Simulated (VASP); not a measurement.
**Te: single point with PBE**

Te, a sheet with vacuum:

```
CELL_PARAMETERS angstrom
5.94167 0.00000 0.00000
-2.97083 5.14564 0.00000
0.00000 0.00000 23.80000
ATOMIC_POSITIONS crystal
Te 0.50000 0.00000 0.29412
Te 0.00000 0.50000 0.29412
Te 0.50000 0.50000 0.29412
```

```json
{
 "Program": "VASP 6.6.1",
 "Task": "single point",
 "Functional": "PBE",
 "Potentials or basis": "VASP PAW PBE potentials, release 64 (Te)",
 "Cutoff": "520 eV",
 "k mesh": "6 × 6 × 1",
 "Occupations": "gaussian, width 0.02 eV",
 "Spin": "no spin polarisation"
}
```

| Item | Value |
| --- | --- |
| Band gap on the k mesh | zero (band 9 reaches -3.58 eV, above the bottom of band 10 at -4.50 eV) |
| Work function of the upper face | 5.17 eV |
| Work function of the lower face | 5.17 eV |

Levels at points of the mesh, in eV from the Fermi level:
```csv
k point,band 4,band 5,band 6,band 7,band 8,band 9,band 10,band 11,band 12,band 13
"(0.00, 0.00, 0.00)",-6.31,-3.63,-3.63,-3.08,0.10,0.10,3.31,3.49,4.25,4.65
"(0.50, 0.00, 0.00)",-4.64,-2.29,-1.43,-1.00,-0.93,-0.84,-0.81,-0.01,4.44,5.09
```

Wall time 120 s on 1 thread of Intel(R) Xeon(R) Platinum 8488C (Sapphire Rapids), with other jobs on the host, peak memory 0.74 GiB.

Caveat: spin-orbit coupling is left out, which moves the levels of the heavy elements.
